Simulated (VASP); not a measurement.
Cs2ScRuC6N6, 16 atoms in the cell. The structure is cubic, space group Fm-3m (No. 225). Conventional cell: a = 10.828 Å, b = 10.828 Å, c = 10.828 Å, α = 90.00°, β = 90.00°, γ = 90.00°. Within 5.1 Å of Cs (site symmetry -43m) lie 12 N at 3.86 Å and 12 C at 3.89 Å and 4 Sc at 4.69 Å and 4 Ru at 4.69 Å. Within 2.9 Å of Sc (site symmetry m-3m) lie 6 N at 2.22 Å. Within 2.7 Å of Ru (site symmetry m-3m) lie 6 C at 2.01 Å. C (site symmetry 4mm) has 1 N at 1.18 Å within 1.6 Å. N (site symmetry 4mm) has 1 C at 1.18 Å within 1.6 Å. 

```yaml
Program: VASP 6.6.1
Task: single point
Functional: PBE
Potentials_or_basis: VASP PAW PBE potentials, release 64 (Cs_sv, Sc_sv, Ru_pv, C, N)
Cutoff: 520 eV
k_mesh: 4 × 4 × 4
Occupations: gaussian, width 0.2 eV
Spin: no spin polarisation
Dipole_correction: no
Further_INCAR_settings: LREAL = Auto; ALGO = Normal; EDIFF = 1e-07; NBANDS = 62
```

Potentials or basis: VASP PAW PBE potentials, release 64 (Cs_sv, Sc_sv, Ru_pv, C, N).

Command:

```console
$ cat potpaw_PBE.64/Cs_sv/POTCAR potpaw_PBE.64/Sc_sv/POTCAR potpaw_PBE.64/Ru_pv/POTCAR potpaw_PBE.64/C/POTCAR potpaw_PBE.64/N/POTCAR > POTCAR
$ mpirun -np 1 vasp_std > vasp.out
```

Hardware: 1 thread of Intel(R) Xeon(R) Platinum 8488C (Sapphire Rapids), on a shared host.

Problem. How long does it take, and how much memory?

Solution. Wall time 4.2 min on 1 thread of Intel(R) Xeon(R) Platinum 8488C (Sapphire Rapids), with other jobs on the host, peak memory 0.54 GiB. Counts: scf iterations 18, k points 8.
